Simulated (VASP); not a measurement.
# Li (P6_3/mmc) in VASP: single point with PBEsol

Aim: the single point of Li with PBEsol.

All numbers are computed with VASP 6.6.1; they aren't measurements. Logs are shortened: lines on timing, memory, paths and dates and some standing lists are left out, and cuts for length are marked.

### Step 1. The cell of the first run

The structure is hexagonal, space group P6_3/mmc (No. 194). The conventional cell has a = 3.093 Å, b = 3.093 Å, c = 4.891 Å, α = 90.00°, β = 90.00°, γ = 120.00°. Li (site symmetry -6m2) has 12 Li at 3.03 to 3.09 Å within 4.0 Å.

This isn't the form of Li at room conditions, which is bcc.

### Step 2. Single point, PBEsol

Input file INCAR:

```
SYSTEM = Li
ALGO = Normal ; EDIFF = 1E-6
ENCUT = 750 ; GGA = PS
GGA_COMPAT = .False. ; ISIF = 2
ISMEAR = 0 ; LASPH = .True.
LCHARG = .False. ; LREAL = .False.
LWAVE = .False. ; NBANDS = 10
NELM = 120 ; PREC = Accurate
SIGMA = 0.1
```

Input file KPOINTS:

```
k-points
0
Gamma
  6 6 4
  0 0 0
```

Input file POSCAR:

```
Li
1.0
    3.0930345003      0.0000000000      0.0000000000
   -1.5465172502      2.6786464521      0.0000000000
    0.0000000000      0.0000000000      4.8905942876
Li
2
Direct
    0.3333333333      0.6666666667      0.2500000000
    0.6666666667      0.3333333333      0.7500000000
```

Potentials or basis: VASP PAW PBE potentials, release 64 (Li_sv).

The run is started by

```bash
$ cat potpaw_PBE.64/Li_sv/POTCAR > POTCAR
$ mpirun -np 1 vasp_std > vasp.out
```

OUTCAR:

```text
SYSTEM = Li
   EDIFF = 1E-6
   ENCUT = 750
   GGA = PS
   ISIF = 2
   ISMEAR = 0
   LASPH = .True.
   LREAL = .False.
   NELM = 120
   PREC = Accurate

 ion  position               nearest neighbor table
   1  0.333  0.667  0.250-
   2  0.667  0.333  0.750-

  LATTYP: Found a hexagonal cell.
 ALAT       =     3.0930345003
 C/A-ratio  =     1.5811638335

  Lattice vectors:

 A1 = (   3.0930345003,   0.0000000000,   0.0000000000)
 A2 = (  -1.5465172502,   2.6786464521,   0.0000000000)
 A3 = (   0.0000000000,   0.0000000000,   4.8905942876)

Analysis of symmetry for initial positions (statically):
=====================================================================
 Subroutine PRICEL returns:
 Original cell was already a primitive cell.

 Routine SETGRP: Setting up the symmetry group for a
 hexagonal supercell.

 Subroutine GETGRP returns: Found 24 space group operations
 (whereof 12 operations were pure point group operations)
 out of a pool of 24 trial point group operations.

The static configuration has the point symmetry D_3d.
 The point group associated with its full space group is D_6h.

Analysis of symmetry for dynamics (positions and initial velocities):
=====================================================================
 Subroutine PRICEL returns:
 Original cell was already a primitive cell.

 Routine SETGRP: Setting up the symmetry group for a
 hexagonal supercell.

 Subroutine GETGRP returns: Found 24 space group operations
 (whereof 12 operations were pure point group operations)
 out of a pool of 24 trial point group operations.

The dynamic configuration has the point symmetry D_3d.
 The point group associated with its full space group is D_6h.

 Subroutine INISYM returns: Found 24 space group operations
 (whereof 12 operations are pure point group operations),
 and found     1 'primitive' translations

----------------------------------------------------------------------------------------

                                     Primitive cell

  volume of cell :      40.5193

  direct lattice vectors                    reciprocal lattice vectors
     3.093034500  0.000000000  0.000000000     0.323307095  0.186661439  0.000000000
    -1.546517250  2.678646452  0.000000000     0.000000000  0.373322877  0.000000000
     0.000000000  0.000000000  4.890594288     0.000000000  0.000000000  0.204474128

  length of vectors
     3.093034500  3.093034500  4.890594288     0.373322877  0.373322877  0.204474128

  position of ions in fractional coordinates (direct lattice)
     0.333333333  0.666666667  0.250000000
     0.666666667  0.333333333  0.750000000

  ion indices of the primitive-cell ions
   primitive index   ion index
                 1           1
                 2           2

----------------------------------------------------------------------------------------

 KPOINTS: k-points

Automatic generation of k-mesh.
 Grid dimensions read from file:
 generate k-points for:    6    6    4

 Generating k-lattice:

  Cartesian coordinates                     Fractional coordinates (reciprocal lattice)
     0.053884516  0.031110240  0.000000000     0.166666667 -0.000000000  0.000000000
     0.000000000  0.062220480  0.000000000     0.000000000  0.166666667  0.000000000
     0.000000000  0.000000000  0.051118532     0.000000000  0.000000000  0.250000000

  Length of vectors
     0.062220480  0.062220480  0.051118532

  Shift w.r.t. Gamma in fractional coordinates (k-lattice)
     0.000000000  0.000000000  0.000000000

 Subroutine IBZKPT returns following result:
 ===========================================

 Found     21 irreducible k-points:

 Following reciprocal coordinates:
            Coordinates               Weight
  0.000000  0.000000  0.000000      1.000000
  0.166667  0.000000  0.000000      6.000000
  0.333333  0.000000  0.000000      6.000000
  0.500000  0.000000  0.000000      3.000000
  0.166667  0.166667  0.000000      6.000000
  0.333333  0.166667  0.000000     12.000000
[... 13 lines left out ...]
  0.333333  0.166667  0.500000     12.000000
  0.333333  0.333333  0.500000      2.000000
   k-points           NKPTS =     21   k-points in BZ     NKDIM =     21   number of bands    NBANDS=     10
   number of dos      NEDOS =    301   number of ions     NIONS =      2
   total plane-waves  NPLWV =  37632
   dimension x,y,z NGX =    28 NGY =   28 NGZ =   48
   dimension x,y,z NGXF=    56 NGYF=   56 NGZF=   96
   ions per type =               2
   NGX,Y,Z   is equivalent  to a cutoff of  15.05, 15.05, 16.32 a.u.
   NGXF,Y,Z  is equivalent  to a cutoff of  30.10, 30.10, 32.63 a.u.
 SYSTEM =  Li
   PREC   = accura    normal or accurate (medium, high low for compatibility)
   ISTART =      0    job   : 0-new  1-cont  2-samecut
   ICHARG =      2    charge: 1-file 2-atom 10-const
   ISPIN  =      1    spin polarized calculation?
   LNONCOLLINEAR =      F non collinear calculations
   LSORBIT =      F    spin-orbit coupling
   LASPH  =      T    aspherical Exc in radial PAW
   ENCUT  =  750.0 eV  55.12 Ry    7.42 a.u.   6.91  6.91 10.92*2*pi/ulx,y,z
   NELM   =    120;   NELMIN=  2; NELMDL= -5     # of ELM steps
   EDIFF  = 0.1E-05   stopping-criterion for ELM
   LREAL  =      F    real-space projection
   EDIFFG = 0.1E-04   stopping-criterion for IOM
   NSW    =      0    number of steps for IOM
   IBRION =     -1    ionic relax: 0-MD 1-quasi-New 2-CG
   NFREE  =      0    steps in history (QN), initial steepest desc. (CG)
   ISIF   =      2    stress and relaxation
   ISYM   =      2    0-nonsym 1-usesym 2-fastsym
   POTIM  = 0.5000    time-step for ionic-motion
   TEBEG  =    0.0;   TEEND  =   0.0 temperature during run
   PSTRESS=    0.0 pullay stress
   NELECT =       6.0000    total number of electrons
   NUPDOWN=      -1.0000    fix difference up-down
   EMIN   =  10.00;   EMAX   =-10.00  energy-range for DOS
   EFERMI =   0.00;   METHOD = LEGACY
   ISMEAR =     0;   SIGMA  =   0.10  broadening in eV -4-tet -1-fermi 0-gaus
   EFERMI_NEDOS =   21; number of points for ismear=-14 and -15
   IALGO  =     38    algorithm
   IMIX   =      4    mixing-type and parameters
     AMIX     =   0.40;   BMIX     =  1.00
     AMIX_MAG =   1.60;   BMIX_MAG =  1.00
  volume/ion in A,a.u.               =      20.26       136.72
  Fermi-wavevector in a.u.,A,eV,Ry     =   0.866107  1.636704 10.206282  0.750141
  Thomas-Fermi vector in A             =   1.984447
   LORBIT       =      0    0 simple, 1 ext, 2 COOP (PROOUT), +10 PAW based schemes
   GGA     = PS    functional components
   LHFCALC =     F    Hartree Fock is set to
   AEXX    =    0.0000 exact exchange contribution
   IVDW    =     0    specifies the selected vdW correction
   LEPSILON=     F    determine dielectric tensor
   LRPA    =     F    only Hartree local field effects (RPA)
 non-spin polarized calculation
 Gauss-broadening in eV      SIGMA  =   0.10
  energy-cutoff  :      750.00
  volume of cell :       40.52
 maximum number of plane-waves:      1904
 NGX is ok and might be reduce to    28
   NGX = 13   NGY = 13   NGZ = 21

 number of electron       6.0000000 magnetization

 Free energy of the ion-electron system (eV)
  ---------------------------------------------------
  ext. energy  EPLUGINS =         0.00000000
  ---------------------------------------------------
  free energy    TOTEN  =        -3.94115885 eV

  energy without entropy =       -3.93621744  energy(sigma->0) =       -3.93868815

 E-fermi :   0.4519     XC(G=0):  -7.0191

 val. band max:        0.3568910554   @ k =   0.3333   0.1667   0.2500
 cond. band min:       0.4728752678   @ k =   0.5000   0.0000   0.0000
 fundamental gap:      0.1159842125
 Fermi energy:         0.4518745731

 k-point     1 :       0.0000    0.0000    0.0000
  band No.  band energies     occupation
      1     -45.2771      2.00000
      2     -45.2555      2.00000
      3      -2.9394      2.00000
      4       0.7915      0.00000
      5       3.8079      0.00000
      6      12.7186      0.00000
      7      12.7186      0.00000
      8      14.1805      0.00000
      9      14.1805      0.00000
     10      15.6371      0.00000

 k-point     2 :       0.1667    0.0000    0.0000
  band No.  band energies     occupation
      1     -45.2730      2.00000
      2     -45.2541      2.00000
      3      -2.5064      2.00000
      4       1.3612      0.00000
      5       3.9326      0.00000
      6       9.5986      0.00000
      7      10.8962      0.00000
      8      14.1486      0.00000
      9      14.2272      0.00000
     10      14.4281      0.00000

 k-point     3 :       0.3333    0.0000    0.0000
  band No.  band energies     occupation
      1     -45.2641      2.00000
      2     -45.2518      2.00000
      3      -1.2105      2.00000
      4       3.0562      0.00000
      5       3.5306      0.00000
      6       6.7290      0.00000
      7       9.3163      0.00000
      8       9.9121      0.00000
      9      10.6543      0.00000
     10      13.7336      0.00000

 k-point     4 :       0.5000    0.0000    0.0000
  band No.  band energies     occupation
      1     -45.2586      2.00000
      2     -45.2517      2.00000
      3       0.4729      0.76647
      4       1.5938      0.00000
      5       5.3599      0.00000
      6       6.5517      0.00000
      7       7.0614      0.00000
      8       8.5578      0.00000
      9       8.7724      0.00000
     10      13.2751      0.00000
[... 183 lines left out ...]
 k-point    19 :       0.1667    0.1667    0.5000
  band No.  band energies     occupation
      1     -45.2594      2.00000
      2     -45.2594      2.00000
      3      -0.4565      2.00000
      4      -0.4565      2.00000
      5       8.0570      0.00000
      6       8.0570      0.00000
      7       8.7992      0.00000
      8       8.7992      0.00000
      9      11.4798      0.00000
     10      11.4798      0.00000

 k-point    20 :       0.3333    0.1667    0.5000
  band No.  band energies     occupation
      1     -45.2551      2.00000
      2     -45.2551      2.00000
      3       1.1518      0.00000
      4       1.1518      0.00000
      5       4.8056      0.00000
      6       4.8056      0.00000
      7       8.1317      0.00000
      8       8.1317      0.00000
      9      12.1816      0.00000
     10      12.1816      0.00000

 k-point    21 :       0.3333    0.3333    0.5000
  band No.  band energies     occupation
      1     -45.2537      2.00000
      2     -45.2537      2.00000
      3       2.6993      0.00000
      4       2.6993      0.00000
      5       3.3453      0.00000
      6       3.3453      0.00000
      7       6.7943      0.00000
      8       6.7943      0.00000
      9      12.7853      0.00000
     10      12.7853      0.00000

------------------------ aborting loop because EDIFF is reached ----------------------------------------

  FORCE on cell =-STRESS in cart. coord.  units (eV):
  Direction    XX          YY          ZZ          XY          YZ          ZX
  --------------------------------------------------------------------------------------
  -------------------------------------------------------------------------------------
  Total       -0.0335453     -0.0335453     -0.0308695      0.0000000     -0.0000000      0.0000000
  in kB       -1.3264189     -1.3264189     -1.2206146      0.0000000     -0.0000000      0.0000000
  external PRESSURE =      -1.2911508 kB  Pullay stress =       0.0000000 kB

 VOLUME and BASIS-vectors are now :
 -----------------------------------------------------------------------------
  energy-cutoff  :      750.00
  volume of cell :       40.52
      direct lattice vectors                 reciprocal lattice vectors
     3.093034500  0.000000000  0.000000000     0.323307095  0.186661439  0.000000000
    -1.546517250  2.678646452  0.000000000     0.000000000  0.373322877  0.000000000
     0.000000000  0.000000000  4.890594288     0.000000000  0.000000000  0.204474128

 POSITION                                       TOTAL-FORCE (eV/Angst)
 -----------------------------------------------------------------------------------
     -0.00000      1.78576      1.22265        -0.000000      0.000000      0.000000
      1.54652      0.89288      3.66795         0.000000      0.000000      0.000000
 -----------------------------------------------------------------------------------
    total drift:                               -0.000000      0.000000      0.000000

  FREE ENERGIE OF THE ION-ELECTRON SYSTEM (eV)
  ---------------------------------------------------
  free  energy   TOTEN  =        -3.9411588540 eV

  energy  without entropy=       -3.9362174401  energy(sigma->0) =       -3.93868815
```

Wall time 8.4 s (1 thread of Intel Xeon 6975P-C (Granite Rapids), shared host); peak memory 0.17 GiB.

Results:

| Quantity | Value |
| --- | --- |
| Free energy | -3.9412 eV |
| Pressure | -0.1 GPa |
| Band gap on the k mesh | zero (bands 3 and 4 overlap by 4.47 eV) |

Levels at points of the mesh, in eV from the Fermi level:
| k point | band 1 | band 2 | band 3 | band 4 | band 5 | band 6 | band 7 |
| --- | --- | --- | --- | --- | --- | --- | --- |
| (0.00, 0.00, 0.00) | -45.73 | -45.71 | -3.39 | 0.34 | 3.36 | 12.27 | 12.27 |
| (0.50, 0.00, 0.00) | -45.71 | -45.70 | 0.02 | 1.14 | 4.91 | 6.10 | 6.61 |
| (0.00, 0.00, 0.50) | -45.72 | -45.72 | -2.23 | -2.23 | 8.67 | 8.67 | 13.26 |
| (0.50, 0.00, 0.50) | -45.71 | -45.71 | 0.82 | 0.82 | 3.62 | 3.62 | 9.78 |

Caveat: the k points lie up to 0.39 Å⁻¹ apart, too coarse for converged energies and pressures of a metal; the PAW data sets were made with another functional, which shifts forces and pressure a little.

The gap in the log of VASP goes by the Fermi energy; the results here count the filled bands.